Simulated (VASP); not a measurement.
# H12C5O3 in VASP: notebook, part 2 of 3

VASP 6.6.1. The steps go on from the part before.

## Step 4: Single point, PBEsol

This run uses another cell than the first one, of 7.98 Å³/atom, 1.248 times its volume.

The input, INCAR:

```
ALGO     = Normal         # electronic algorithm
EDIFF    = 1E-7           # SCF threshold, eV
ENCUT    = 520            # plane-wave cutoff, eV
GGA      = PS             # functional
ISIF     = 2              # what is computed and relaxed
ISMEAR   = -1             # smearing method
LASPH    = True           # aspherical terms in the spheres
LCHARG   = True           # write CHGCAR
LELF     = True           # ELF
LREAL    = Auto         
LVHAR    = True         
LWAVE    = False          # write WAVECAR
NBANDS   = 76             # bands
NELM     = 60             # most SCF steps
PREC     = Accurate       # precision mode
SIGMA    = 0.05           # smearing width, eV
```

The input, KPOINTS:

```
k-points
0
Gamma
  1 1 1
```

The input, POSCAR:

```
H12C5O3
1.0
    7.6921100000     -0.7519810000      0.0361920000
   -0.7519810000      6.7995140000     -0.4225130000
    0.0361920000     -0.4225130000      6.1967470000
C H O
10 24 6
Direct
    0.7975010937      1.0644970262      0.8928879414
    0.8864430080      0.9354884833      0.7336549161
    0.3151463259      0.9616350338      0.7485375032
    0.4470446570      0.8375986470      0.6449378806
    0.9041083821      0.3648521032      0.4990252573
    0.2836273753      0.3344771408      0.0449680935
    0.5509190788      0.2992257940      0.4388250682
    0.1807992876      0.8767578932      0.2508087098
    0.6598938162      0.7291932101      0.2062228349
    0.9839203521      0.5750111833      0.8972674945
    0.7111949723      1.1184631661      0.7867233662
    0.7491342930      0.9901653799      1.0378582629
    0.8985093338      1.2015413706      0.9505871386
    1.0005050014      0.8888619086      0.8043971191
    0.7795873936      0.8199899970      0.6395035341
    0.9449334761      1.0331048512      0.6256349013
    0.1922691072      0.9418420437      0.6463361993
    0.2663816953      0.9184948620      0.9105156517
    0.3629378768      1.1264422868      0.7737932600
    0.5089761220      0.7870327336      0.7718099024
    0.3828127213      0.7208805311      0.5208582241
    0.5462973121      0.9429276914      0.5742896419
    0.8146574693      0.2251307149      0.5459536384
    1.0517471548      0.3827716278      0.5189595696
    0.3711874246      0.2486731054      0.1072875179
    0.3161827232      0.3711739048     -0.1270049407
    0.4574715170      0.3810294465      0.3869825709
    0.6014196647      0.3491856419      0.6021980392
    0.0967429644      0.9505208786      0.1579386905
    0.3290280848      0.9344911559      0.2569455357
    0.7212153665      0.6296959135      0.0704970661
    0.7499452488      0.8249637727      0.3342101751
    1.1226369756      0.6076993165      0.8325384890
    0.9434149673      0.6246194327      1.0706852734
    0.8469783319      0.4799213219      0.3879647108
    0.1633861208      0.3720986073      0.1610043509
    0.5646621034      0.1528518599      0.3121872891
    0.1196192833      0.7276452674      0.3329666878
    0.5006974549      0.7199512873      0.2063933764
    0.8602319371      0.4787989054      0.7943466544
```

On the command line:

```sh
cat potpaw_PBE.64/C/POTCAR potpaw_PBE.64/H/POTCAR potpaw_PBE.64/O/POTCAR > POTCAR
mpirun -np 1 vasp_gam > vasp.out
```

Run time: 36 s. Hardware: 1 thread of Intel Xeon 6975P-C (Granite Rapids), shared host; peak memory 0.36 GiB.

It converged, with:

* Free energy: -213.9479 eV
* Pressure: 4.9 GPa
* Largest force: 3.470 eV/Å
* Band gap on the k mesh: 2.41 eV

Forces in eV/Å, atoms in the order of the input:
```
C    1.523  0.460  0.554
C   -1.041 -1.173  0.865
C   -0.916 -0.258 -0.163
C   -1.526  1.281  0.588
C   -0.591  1.335 -0.968
C    0.235  0.101  0.145
C   -0.701  0.649 -0.894
C    1.087 -0.068  0.154
C    0.134 -1.031 -1.112
C    1.348  1.390  2.879
H   -1.017  0.097  0.819
H   -0.618  0.570 -0.508
H   -0.369 -0.369  0.365
H   -0.685 -0.510 -0.157
H    1.062 -0.267  0.531
H    1.046  1.091 -1.953
H    0.858 -0.062  0.381
H    0.345  0.158 -0.464
H    0.458 -0.326 -0.077
H    0.709 -0.898  0.946
H   -0.080 -0.377 -0.091
H    0.702  0.235 -0.875
H    0.519  0.091 -0.571
H   -0.542 -0.117 -0.037
H    0.910 -0.473  0.030
H   -0.557  0.358  0.522
H   -0.788  1.382 -0.048
H    0.624 -0.350  0.946
H   -0.342  0.369 -0.097
H   -0.364  0.307 -0.091
H   -0.638  0.854  0.949
H    0.018 -0.028 -0.054
H   -0.332 -0.102  0.258
H    1.261 -0.014 -0.474
O   -0.036 -1.382  0.773
O   -0.471  0.284 -0.850
O    0.649 -1.457 -0.024
O   -0.105 -0.084  0.144
O    0.320 -0.289 -0.339
O   -2.090 -1.377 -2.005
```

Stress tensor (GPa, compression positive):
```
4.80 0.72 0.62
0.72 5.58 1.42
0.62 1.42 4.24
```

Levels at points of the mesh, in eV from the valence-band top:
```tsv
k point	band 46	band 47	band 48	band 49	band 50	band 51	band 52	band 53	band 54	band 55
(0.00, 0.00, 0.00)	-1.10	-0.75	-0.58	-0.48	0.00	2.41	2.64	2.77	3.16	3.34
```

Caveat: the k points lie up to 1.02 Å⁻¹ apart; the PAW data sets were made with another functional, which shifts forces and pressure a little.

## Step 5: Single point, PBEsol

This run uses another cell than the first one, of 13.75 Å³/atom, 2.150 times its volume.

The input, INCAR:

```
SYSTEM = H12C5O3
ALGO     = Normal         ! electronic algorithm
EDIFF    = 1E-7           ! SCF threshold, eV
ENCUT    = 520            ! plane-wave cutoff, eV
GGA      = PS             ! functional
ISIF     = 2              ! what is computed and relaxed
ISMEAR   = -1             ! smearing method
LASPH    = .True.         ! aspherical terms in the spheres
LCHARG   = .False.        ! write CHGCAR
LREAL    = Auto         
LWAVE    = .False.        ! write WAVECAR
NBANDS   = 76             ! bands
NELM     = 100            ! most SCF steps
PREC     = Accurate       ! precision mode
SIGMA    = 0.05           ! smearing width, eV
```

The input, KPOINTS:

```
k-points
0
Gamma
  1 1 1
  0 0 0
```

The input, POSCAR:

```
H12C5O3
1.0
    8.1932130000      0.0000000000      0.0000000000
    0.0000000000      8.1932130000      0.0000000000
    0.0000000000      0.0000000000      8.1932130000
C H O
10 24 6
Direct
    0.9148516462      1.0293956261      0.7900208944
    0.8954675735      0.8459930994      0.8081869555
    0.3639890174      0.9765230163      0.8891147077
    0.4221150698      0.8630713209      0.7546544655
    0.9156525869      0.4328525210      0.3297898297
    0.3492126152      0.3817839994      0.1082627270
    0.5475014201      0.2003929112      0.5347827677
    0.0895014487      0.8406002392      0.2936966438
    0.5379575752      0.7851665439      0.2495566589
    0.8652575858      0.4284947426      0.8653493450
    0.9128221235      1.0653839330      0.6604322465
    0.8165843343      1.0958551637      0.8527311631
    1.0316876992      1.0721110204      0.8409744131
    0.9002955548      0.8093745651      0.9376669496
    0.7773644255      0.8041831505      0.7597559958
    0.9921761418      0.7809332025      0.7417188397
    0.3157339501      1.0921303597      0.8406373611
    0.2666633837      0.9192433756      0.9618803256
    0.4631253991      1.0076233610      0.9742553418
    0.4687890968      0.7476206814      0.8053398150
    0.3233849784      0.8338251914      0.6684502251
    0.5221865897      0.9188776357      0.6840991725
    0.9859498824      0.4639070580      0.2167588023
    0.9848090484      0.3639423981      0.4257020536
    0.4256595296      0.3820223025      0.2219274676
    0.4128947390      0.4273830507     -0.0038403703
    0.4307731776      0.2562803260      0.5812279312
    0.6441229727      0.1734719662      0.6278950419
    0.0956310404      0.9632744811      0.2339362301
    0.0861409029      0.7322813030      0.2102074078
    0.6298096223      0.7176123601      0.3249090586
    0.5581503225      0.9194053471      0.2331988685
    0.9453147365      0.3608954758      0.9548210968
    0.9228724445      0.5338252615      0.8009731416
    0.7749506927      0.4730870115      0.3476718324
    0.2082403781      0.3357981408      0.1055646043
    0.5655383852      0.1664793892      0.3918990491
    0.0836152807      0.8248789442      0.4401688148
    0.4211037109      0.7164428495      0.1901789586
    0.7247621178      0.3909827747      0.8394932668
```

Potentials or basis: VASP PAW PBE potentials, release 64 (C, H, O).

On the command line:

```sh
cat potpaw_PBE.64/C/POTCAR potpaw_PBE.64/H/POTCAR potpaw_PBE.64/O/POTCAR > POTCAR
mpirun -np 1 vasp_gam > vasp.out
```

OUTCAR:

```text
SYSTEM = H12C5O3
   EDIFF = 1E-7
   ENCUT = 520
   GGA = PS
   ISIF = 2
   ISMEAR = -1
   LASPH = .True.
   LREAL = Auto
   NELM = 100
   PREC = Accurate

 ion  position               nearest neighbor table
   1  0.915  0.029  0.790-  12 1.10  13 1.10  11 1.10   2 1.52
   2  0.895  0.846  0.808-  16 1.10  15 1.10  14 1.10   1 1.52
   3  0.364  0.977  0.889-  17 1.10  19 1.10  18 1.10   4 1.52
   4  0.422  0.863  0.755-  21 1.10  20 1.10  22 1.10   3 1.52
   5  0.916  0.433  0.330-  23 1.12  24 1.12  35 1.21
   6  0.349  0.382  0.108-  26 1.12  25 1.12  36 1.22
   7  0.548  0.200  0.535-  28 1.12  27 1.13  37 1.21
   8  0.090  0.841  0.294-  29 1.12  30 1.12  38 1.21
   9  0.538  0.785  0.250-  31 1.12  32 1.12  39 1.21
  10  0.865  0.428  0.865-  34 1.12  33 1.13  40 1.21
  11  0.913  0.065  0.660-   1 1.10
  12  0.817  0.096  0.853-   1 1.10
  13  0.032  0.072  0.841-   1 1.10
  14  0.900  0.809  0.938-   2 1.10
  15  0.777  0.804  0.760-   2 1.10
  16  0.992  0.781  0.742-   2 1.10
[... 22 lines left out ...]
  39  0.421  0.716  0.190-   9 1.21
  40  0.725  0.391  0.839-  10 1.21

  LATTYP: Found a simple cubic cell.
 ALAT       =     8.1932130000

  Lattice vectors:

 A1 = (   8.1932130000,   0.0000000000,   0.0000000000)
 A2 = (   0.0000000000,   8.1932130000,   0.0000000000)
 A3 = (   0.0000000000,   0.0000000000,   8.1932130000)

Analysis of symmetry for initial positions (statically):
=====================================================================
 Subroutine PRICEL returns:
 Original cell was already a primitive cell.

 Routine SETGRP: Setting up the symmetry group for a
 simple cubic supercell.

 Subroutine GETGRP returns: Found  1 space group operations
 (whereof  1 operations were pure point group operations)
 out of a pool of 48 trial point group operations.

The static configuration has the point symmetry C_1 .

Analysis of symmetry for dynamics (positions and initial velocities):
=====================================================================
 Subroutine PRICEL returns:
 Original cell was already a primitive cell.

 Routine SETGRP: Setting up the symmetry group for a
 simple cubic supercell.

 Subroutine GETGRP returns: Found  1 space group operations
 (whereof  1 operations were pure point group operations)
 out of a pool of 48 trial point group operations.

The dynamic configuration has the point symmetry C_1 .

 Subroutine INISYM returns: Found  1 space group operations
 (whereof  1 operations are pure point group operations),
 and found     1 'primitive' translations

----------------------------------------------------------------------------------------

                                     Primitive cell

  volume of cell :     550.0001

  direct lattice vectors                    reciprocal lattice vectors
     8.193213000  0.000000000  0.000000000     0.122052240  0.000000000  0.000000000
     0.000000000  8.193213000  0.000000000     0.000000000  0.122052240  0.000000000
     0.000000000  0.000000000  8.193213000     0.000000000  0.000000000  0.122052240

  length of vectors
     8.193213000  8.193213000  8.193213000     0.122052240  0.122052240  0.122052240

  position of ions in fractional coordinates (direct lattice)
     0.914851646  0.029395626  0.790020894
     0.895467573  0.845993099  0.808186955
     0.363989017  0.976523016  0.889114708
     0.422115070  0.863071321  0.754654466
     0.915652587  0.432852521  0.329789830
     0.349212615  0.381783999  0.108262727
[... 32 lines left out ...]
     0.421103711  0.716442849  0.190178959
     0.724762118  0.390982775  0.839493267

  ion indices of the primitive-cell ions
   primitive index   ion index
                 1           1
                 2           2
                 3           3
                 4           4
                 5           5
                 6           6
[... 32 lines left out ...]
                39          39
                40          40

----------------------------------------------------------------------------------------

 KPOINTS: k-points

Automatic generation of k-mesh.
 Grid dimensions read from file:
 generate k-points for:    1    1    1

 Generating k-lattice:

  Cartesian coordinates                     Fractional coordinates (reciprocal lattice)
     0.122052240  0.000000000  0.000000000     1.000000000  0.000000000  0.000000000
     0.000000000  0.122052240  0.000000000     0.000000000  1.000000000  0.000000000
     0.000000000  0.000000000  0.122052240     0.000000000  0.000000000  1.000000000

  Length of vectors
     0.122052240  0.122052240  0.122052240

  Shift w.r.t. Gamma in fractional coordinates (k-lattice)
     0.000000000  0.000000000  0.000000000

 Subroutine IBZKPT returns following result:
 ===========================================

 Found      1 irreducible k-points:

 Following reciprocal coordinates:
            Coordinates               Weight
  0.000000  0.000000  0.000000      1.000000
   k-points           NKPTS =      1   k-points in BZ     NKDIM =      1   number of bands    NBANDS=     76
   number of dos      NEDOS =    301   number of ions     NIONS =     40
   total plane-waves  NPLWV = 262144
   dimension x,y,z NGX =    64 NGY =   64 NGZ =   64
   dimension x,y,z NGXF=   128 NGYF=  128 NGZF=  128
   ions per type =              10  24   6
   NGX,Y,Z   is equivalent  to a cutoff of  12.99, 12.99, 12.99 a.u.
   NGXF,Y,Z  is equivalent  to a cutoff of  25.97, 25.97, 25.97 a.u.
 SYSTEM =  H12C5O3
   PREC   = accura    normal or accurate (medium, high low for compatibility)
   ISTART =      0    job   : 0-new  1-cont  2-samecut
   ICHARG =      2    charge: 1-file 2-atom 10-const
   ISPIN  =      1    spin polarized calculation?
   LNONCOLLINEAR =      F non collinear calculations
   LSORBIT =      F    spin-orbit coupling
   LASPH  =      T    aspherical Exc in radial PAW
   ENCUT  =  520.0 eV  38.22 Ry    6.18 a.u.  15.23 15.23 15.23*2*pi/ulx,y,z
   NELM   =    100;   NELMIN=  2; NELMDL= -5     # of ELM steps
   EDIFF  = 0.1E-06   stopping-criterion for ELM
   LREAL  =      T    real-space projection
   EDIFFG = 0.1E-05   stopping-criterion for IOM
   NSW    =      0    number of steps for IOM
   IBRION =     -1    ionic relax: 0-MD 1-quasi-New 2-CG
   NFREE  =      0    steps in history (QN), initial steepest desc. (CG)
   ISIF   =      2    stress and relaxation
   ISYM   =      2    0-nonsym 1-usesym 2-fastsym
   POTIM  = 0.5000    time-step for ionic-motion
   TEBEG  =    0.0;   TEEND  =   0.0 temperature during run
   PSTRESS=    0.0 pullay stress
   NELECT =     100.0000    total number of electrons
   NUPDOWN=      -1.0000    fix difference up-down
   EMIN   =  10.00;   EMAX   =-10.00  energy-range for DOS
[... 5 lines left out ...]
     AMIX     =   0.40;   BMIX     =  1.00
     AMIX_MAG =   1.60;   BMIX_MAG =  1.00
  volume/ion in A,a.u.               =      13.75        92.79
  Fermi-wavevector in a.u.,A,eV,Ry     =   0.927443  1.752613 11.703060  0.860151
  Thomas-Fermi vector in A             =   2.053513
   LORBIT       =      0    0 simple, 1 ext, 2 COOP (PROOUT), +10 PAW based schemes
   GGA     = PS    functional components
   LHFCALC =     F    Hartree Fock is set to
   AEXX    =    0.0000 exact exchange contribution
   IVDW    =     0    specifies the selected vdW correction
   LEPSILON=     F    determine dielectric tensor
   LRPA    =     F    only Hartree local field effects (RPA)
 non-spin polarized calculation
  energy-cutoff  :      520.00
  volume of cell :      550.00
 maximum number of plane-waves:      7398
 NGX is ok and might be reduce to    64
   NGX = 31   NGY = 31   NGZ = 31

 number of electron     100.0000000 magnetization

 number of electron      99.9999986 magnetization

 Free energy of the ion-electron system (eV)
  ---------------------------------------------------
  ext. energy  EPLUGINS =         0.00000000
  ---------------------------------------------------
  free energy    TOTEN  =      -216.59920424 eV

  energy without entropy =     -216.59920424  energy(sigma->0) =     -216.59920424

 E-fermi :  -1.7885     XC(G=0):  -5.9828

 val. band max:       -3.0620219579   @ k =   0.0000   0.0000   0.0000
 cond. band min:      -0.0252587663   @ k =   0.0000   0.0000   0.0000
 fundamental gap:      3.0367631917
 Fermi energy:        -1.7885149273

 k-point     1 :       0.0000    0.0000    0.0000
  band No.  band energies     occupation
      1     -23.9798      2.00000
      2     -23.9571      2.00000
      3     -23.8995      2.00000
      4     -23.8901      2.00000
      5     -23.8074      2.00000
      6     -23.6688      2.00000
[... 54 lines left out ...]
     61       3.5194      0.00000
     62       3.8619      0.00000
 [bands above 62 left out]

------------------------ aborting loop because EDIFF is reached ----------------------------------------

  FORCE on cell =-STRESS in cart. coord.  units (eV):
  Direction    XX          YY          ZZ          XY          YZ          ZX
  --------------------------------------------------------------------------------------
  -------------------------------------------------------------------------------------
  Total        1.5907436      0.5912128      0.7498916      0.2270445      0.0065236     -0.3050933
  in kB        4.6339148      1.7222321      2.1844713      0.6613918      0.0190034     -0.8887518
  external PRESSURE =       2.8468727 kB  Pullay stress =       0.0000000 kB

 VOLUME and BASIS-vectors are now :
 -----------------------------------------------------------------------------
  energy-cutoff  :      520.00
  volume of cell :      550.00
      direct lattice vectors                 reciprocal lattice vectors
     8.193213000  0.000000000  0.000000000     0.122052240  0.000000000  0.000000000
     0.000000000  8.193213000  0.000000000     0.000000000  0.122052240  0.000000000
     0.000000000  0.000000000  8.193213000     0.000000000  0.000000000  0.122052240

 POSITION                                       TOTAL-FORCE (eV/Angst)
 -----------------------------------------------------------------------------------
      7.49557      0.24084      6.47281        -0.003684      0.025253     -0.006120
      7.33676      6.93140      6.62165        -0.001571      0.054239      0.034340
      2.98224      8.00086      7.28471         0.020410     -0.028069     -0.007130
      3.45848      7.07133      6.18304        -0.023088      0.049841      0.043617
      7.50214      3.54645      2.70204         0.493609      0.056098     -0.077591
      2.86117      3.12804      0.88702         0.680618      0.282555      0.116495
[... 32 lines left out ...]
      3.45019      5.86997      1.55818        -0.415986     -0.235390     -0.187526
      5.93813      3.20341      6.87815        -0.563845     -0.141690     -0.051833
 -----------------------------------------------------------------------------------
    total drift:                               -0.003538     -0.009386     -0.000581

  FREE ENERGIE OF THE ION-ELECTRON SYSTEM (eV)
  ---------------------------------------------------
  free  energy   TOTEN  =      -216.5992042436 eV

  energy  without entropy=     -216.5992042436  energy(sigma->0) =     -216.59920424
```

Wall time 47 s (1 thread of Intel Xeon 6975P-C (Granite Rapids), shared host); peak memory 0.51 GiB.

What came out:

| Property | Result |
| --- | --- |
| Free energy | -216.5992 eV |
| Pressure | 0.3 GPa |
| Largest force | 0.746 eV/Å |
| Band gap on the k mesh | 3.04 eV |

Forces on the atoms (eV/Å):
```
C   -0.004  0.025 -0.006
C   -0.002  0.054  0.034
C    0.020 -0.028 -0.007
C   -0.023  0.050  0.044
C    0.494  0.056 -0.078
C    0.681  0.283  0.116
C   -0.121 -0.082  0.373
C   -0.077 -0.014 -0.573
C    0.419  0.251  0.305
C    0.590  0.032  0.218
H    0.005  0.006 -0.037
H   -0.061  0.021  0.034
H    0.023 -0.006  0.011
H    0.035 -0.050  0.038
H   -0.032 -0.033 -0.010
H    0.060 -0.027 -0.011
H   -0.020  0.057 -0.048
H   -0.037 -0.007  0.026
H    0.043  0.018  0.035
H    0.006 -0.037 -0.013
H   -0.033 -0.014 -0.044
H    0.043 -0.026 -0.041
H    0.039 -0.086  0.052
H   -0.036 -0.040 -0.037
H   -0.197 -0.116 -0.141
H   -0.073 -0.052  0.005
H    0.210  0.002 -0.031
H   -0.112  0.156 -0.041
H    0.073  0.013 -0.010
H    0.042  0.056 -0.042
H   -0.039 -0.034 -0.087
H   -0.030 -0.040  0.000
H   -0.141  0.045 -0.189
H    0.061  0.042 -0.020
O   -0.513  0.132  0.141
O   -0.334 -0.102  0.016
O    0.009 -0.081 -0.322
O    0.012 -0.046  0.578
O   -0.416 -0.235 -0.188
O   -0.564 -0.142 -0.052
```

Stress tensor (GPa, compression positive):
```
 0.46  0.07 -0.09
 0.07  0.17  0.00
-0.09  0.00  0.22
```

Caveat: the k points lie up to 0.77 Å⁻¹ apart; the PAW data sets were made with another functional, which shifts forces and pressure a little.

(Continued in part 3 of 3.)
